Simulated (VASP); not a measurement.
# C (Cmme) in VASP: vibrations by perturbation theory with LDA

Aim: the vibrations by perturbation theory of C with LDA.

Program: VASP 6.6.1. These are calculated values, not measurements. Logs are shortened: lines on timing, memory, paths and dates and some standing lists are left out, and cuts for length are marked.

### 1 The cell of the first run

Symmetry: Cmme, No. 67, orthorhombic system. The conventional cell has a = 2.456 Å, b = 4.254 Å, c = 7.173 Å, α = 90.00°, β = 90.00°, γ = 90.00°. Within 1.9 Å of C (site symmetry m) lie 3 C at 1.42 Å.

### 2 Vibrations by perturbation theory, LDA

Contents of INCAR:

```
SYSTEM = C
ALGO = Normal
EDIFF = 1E-8
ENCUT = 520
IBRION = 8
ISIF = 2
ISMEAR = -1
LASPH = .True.
LCHARG = .True.
LREAL = .False.
LWAVE = .False.
NELM = 80
NSW = 1
PREC = Accurate
SIGMA = 0.15
```

Contents of KPOINTS:

```
k-points
0
Gamma
  13 13 4
  0 0 0
```

Contents of POSCAR:

```
C
1.0
    1.2280500000     -2.1270600000      0.0000000000
    1.2280500000      2.1270600000      0.0000000000
    0.0000000000      0.0000000000      7.1732700000
C
4
Direct
    0.0833800000      0.9166200000      0.7531400000
    0.5833800000      0.4166200000      0.2468600000
    0.9166200000      0.0833800000      0.2468600000
    0.4166200000      0.5833800000      0.7531400000
```

Potentials or basis: VASP PAW LDA potentials, release 64 (C).

The run is started by

```
$ cat potpaw_LDA.64/C/POTCAR > POTCAR
$ mpirun -np 1 vasp_std > vasp.out
```

OUTCAR:

```text
SYSTEM = C
   EDIFF = 1E-8
   ENCUT = 520
   IBRION = 8
   ISIF = 2
   ISMEAR = -1
   LASPH = .True.
   LREAL = .False.
   NELM = 80
   NSW = 1
   PREC = Accurate

 ion  position               nearest neighbor table
   1  0.083  0.917  0.753-   4 1.42   4 1.42   4 1.42
   2  0.583  0.417  0.247-   3 1.42   3 1.42   3 1.42
   3  0.917  0.083  0.247-   2 1.42   2 1.42   2 1.42
   4  0.417  0.583  0.753-   1 1.42   1 1.42   1 1.42

  LATTYP: Found a hexagonal cell.
 ALAT       =     2.4561129954
 C/A-ratio  =     2.9205781711

  Lattice vectors:

 A1 = (   1.2280500000,  -2.1270600000,   0.0000000000)
 A2 = (   1.2280500000,   2.1270600000,   0.0000000000)
 A3 = (   0.0000000000,   0.0000000000,   7.1732700000)

Analysis of symmetry for initial positions (statically):
=====================================================================
 Subroutine PRICEL returns:
 Original cell was already a primitive cell.

 Routine SETGRP: Setting up the symmetry group for a
 hexagonal supercell.

 Subroutine GETGRP returns: Found  8 space group operations
 (whereof  4 operations were pure point group operations)
 out of a pool of 24 trial point group operations.

The static configuration has the point symmetry C_2h.
 The point group associated with its full space group is D_2h.

Analysis of symmetry for dynamics (positions and initial velocities):
=====================================================================
 Subroutine PRICEL returns:
 Original cell was already a primitive cell.

 Routine SETGRP: Setting up the symmetry group for a
 hexagonal supercell.

 Subroutine GETGRP returns: Found  8 space group operations
 (whereof  4 operations were pure point group operations)
 out of a pool of 24 trial point group operations.

The dynamic configuration has the point symmetry C_2h.
 The point group associated with its full space group is D_2h.

 Subroutine INISYM returns: Found  8 space group operations
 (whereof  4 operations are pure point group operations),
 and found     1 'primitive' translations

----------------------------------------------------------------------------------------

                                     Primitive cell

  volume of cell :      37.4751

  direct lattice vectors                    reciprocal lattice vectors
     1.228050000 -2.127060000  0.000000000     0.407149546 -0.235066242  0.000000000
     1.228050000  2.127060000  0.000000000     0.407149546  0.235066242  0.000000000
     0.000000000  0.000000000  7.173270000     0.000000000  0.000000000  0.139406435

  length of vectors
     2.456112995  2.456112995  7.173270000     0.470134971  0.470134971  0.139406435

  position of ions in fractional coordinates (direct lattice)
     0.083380000  0.916620000  0.753140000
     0.583380000  0.416620000  0.246860000
     0.916620000  0.083380000  0.246860000
     0.416620000  0.583380000  0.753140000

  ion indices of the primitive-cell ions
   primitive index   ion index
                 1           1
                 2           2
                 3           3
                 4           4

----------------------------------------------------------------------------------------
[... 477 lines left out ...]
      5      -2.2808      2.00000
      6      -2.2470      2.00000
      7      -0.8988      2.00000
      8       0.3491      2.00000
      9       8.1904      0.00000
     10       8.8893      0.00000
     11      11.0607      0.00000
     12      12.3651      0.00000

 [... further k-points ...]

------------------------ aborting loop because EDIFF is reached ----------------------------------------

  FORCE on cell =-STRESS in cart. coord.  units (eV):
  Direction    XX          YY          ZZ          XY          YZ          ZX
  --------------------------------------------------------------------------------------
  -------------------------------------------------------------------------------------
  Total       -0.9573971     -1.0042057     -0.2682710      0.0000000      0.0000000      0.0000000
  in kB      -40.9316952    -42.9329082    -11.4694181      0.0000000      0.0000000      0.0000000
  external PRESSURE =     -31.7780072 kB  Pullay stress =       0.0000000 kB

 VOLUME and BASIS-vectors are now :
 -----------------------------------------------------------------------------
  energy-cutoff  :      520.00
  volume of cell :       37.48
      direct lattice vectors                 reciprocal lattice vectors
     1.228050000 -2.127060000  0.000000000     0.407149546 -0.235066242  0.000000000
     1.228050000  2.127060000  0.000000000     0.407149546  0.235066242  0.000000000
     0.000000000  0.000000000  7.173270000     0.000000000  0.000000000  0.139406435

 POSITION                                       TOTAL-FORCE (eV/Angst)
 -----------------------------------------------------------------------------------
      1.22805      1.77235      5.40248         0.000000      0.020225     -0.003584
      1.22805     -0.35471      1.77079         0.000000      0.020225      0.003584
      1.22805     -1.77235      1.77079         0.000000     -0.020225      0.003584
      1.22805      0.35471      5.40248         0.000000     -0.020225     -0.003584
 -----------------------------------------------------------------------------------
    total drift:                                0.000000     -0.000000     -0.000000

  FREE ENERGIE OF THE ION-ELECTRON SYSTEM (eV)
  ---------------------------------------------------
  free  energy   TOTEN  =       -40.4321280846 eV

  energy  without entropy=      -40.4292425249  energy(sigma->0) =      -40.43068530

[... ionic steps 2 to 3 ...]

--------------------------------------- Ionic step        4  -------------------------------------------

------------------------ aborting loop because EDIFF is reached ----------------------------------------

--------------------------------------- Ionic step        5  -------------------------------------------

------------------------ aborting loop because EDIFF is reached ----------------------------------------

--------------------------------------- Ionic step        6  -------------------------------------------

 Free energy of the ion-electron system (eV)
  ---------------------------------------------------
  ---------------------------------------------------
  free energy    TOTEN  =        -0.13806097 eV

  energy without entropy =       -0.13806085

------------------------ aborting loop because EDIFF is reached ----------------------------------------

 INTERNAL STRAIN TENSOR  FOR ION    1  DIRECTION 3   (eV/Angst):
 -----------------------------------------------------------------------------
    -0.02906  0.00000  0.00000
     0.00000  0.01873 -0.03622
     0.00000 -0.03648  0.08603

 INTERNAL STRAIN TENSOR FOR ION    4 for displacements in x,y,z  (eV/Angst):
          X           Y           Z          XY          YZ          ZX
  --------------------------------------------------------------------------------
  x     0.00000     0.00000     0.00000   -11.81209     0.00000     0.02140
  y   -12.07986    12.19855    -0.02970     0.00000    -0.00398     0.00000
  z    -0.02906     0.01873     0.08603     0.00000     0.03648     0.00000

 SECOND DERIVATIVES (NOT SYMMETRIZED)
 ------------------------------------
               1X          1Y          1Z          2X          2Y          2Z          3X          3Y          3Z          4X          4Y          4Z
  1X   -55.014393    0.000000    0.000000    0.212362    0.000000    0.000000   -0.188056    0.000000    0.000000   54.990087    0.000000    0.000000
  1Y     0.000000  -54.768604    0.000595    0.000000   -0.030823    0.001981    0.000000    0.000935    0.000393    0.000000   54.798493   -0.002969
  1Z     0.000000   -0.000087  -17.521338    0.000000   -0.002512    0.068537    0.000000    0.000377    0.015431    0.000000    0.002222   17.437370
  2X     0.212362    0.000000    0.000000  -55.014393    0.000000    0.000000   54.990087    0.000000    0.000000   -0.188056    0.000000    0.000000
  2Y     0.000000   -0.030823   -0.001981    0.000000  -54.768604   -0.000595    0.000000   54.798493    0.002969    0.000000    0.000935   -0.000393
  2Z     0.000000    0.002512    0.068537    0.000000    0.000087  -17.521338    0.000000   -0.002222   17.437370    0.000000   -0.000377    0.015431
  3X    -0.188056    0.000000    0.000000   54.990087    0.000000    0.000000  -55.014393    0.000000    0.000000    0.212362    0.000000    0.000000
  3Y     0.000000    0.000935    0.000393    0.000000   54.798493   -0.002969    0.000000  -54.768604    0.000595    0.000000   -0.030823    0.001981
  3Z     0.000000    0.000377    0.015431    0.000000    0.002222   17.437370    0.000000   -0.000087  -17.521338    0.000000   -0.002512    0.068537
  4X    54.990087    0.000000    0.000000   -0.188056    0.000000    0.000000    0.212362    0.000000    0.000000  -55.014393    0.000000    0.000000
  4Y     0.000000   54.798493    0.002969    0.000000    0.000935   -0.000393    0.000000   -0.030823   -0.001981    0.000000  -54.768604   -0.000595
  4Z     0.000000   -0.002222   17.437370    0.000000   -0.000377    0.015431    0.000000    0.002512    0.068537    0.000000    0.000087  -17.521338

 Eigenvectors and eigenvalues of the dynamical matrix
 ----------------------------------------------------

   1 f  =   47.397487 THz   297.807191 2PiTHz 1581.009972 cm-1   196.020166 meV
             X         Y         Z           dx          dy          dz
      1.228050  1.772351  5.402477     0.500000   -0.000000    0.000000
      1.228050 -0.354709  1.770793    -0.500000    0.000000   -0.000000
      1.228050 -1.772351  1.770793     0.500000   -0.000000   -0.000000
      1.228050  0.354709  5.402477    -0.500000    0.000000    0.000000
[... 71 lines left out ...]
  12 f/i=    1.102888 THz     6.929651 2PiTHz   36.788392 cm-1     4.561177 meV
             X         Y         Z           dx          dy          dz
      1.228050  1.772351  5.402477    -0.000000   -0.500000   -0.000067
      1.228050 -0.354709  1.770793    -0.000000    0.500000   -0.000067
      1.228050 -1.772351  1.770793    -0.000000    0.500000    0.000067
      1.228050  0.354709  5.402477    -0.000000   -0.500000    0.000067

--------------------------------------------------------------------------------------------------------

 ELASTIC MODULI CONTR FROM IONIC RELAXATION (kBar)
 Direction    XX          YY          ZZ          XY          YZ          ZX
 --------------------------------------------------------------------------------
 XX        -228.5836    230.5095      2.0340     -0.0000      0.0000      0.0000
 YY         230.5095   -232.5658     -1.1239      0.0000     -0.0000     -0.0000
 ZZ           2.0340     -1.1239     -7.5380      0.0000     -0.0000      0.0000
 XY          -0.0000      0.0000      0.0000   -217.6980     -0.0000     -0.0000
 YZ           0.0000     -0.0000     -0.0000     -0.0000     -0.0065      0.0000
 ZX           0.0000     -0.0000      0.0000     -0.0000      0.0000     -1.6104
 --------------------------------------------------------------------------------
```

Wall time 4.3 min (1 thread of Intel Xeon Platinum 8488C (Sapphire Rapids), shared host); peak memory 0.36 GiB.

What came out:

```
Highest phonon frequency at Γ : 1581 cm⁻¹
Most unstable mode            : 37i cm⁻¹
```

Phonon frequencies in cm⁻¹ (negative: imaginary):
```
              q point                                  frequencies
(0.000, 0.000, 0.000)  -37 0 0 0 33 62 889 890 1575 1575 1575 1581
```

Caveat: the cell stands under pressure or tension, which shifts response properties; some modes are imaginary.
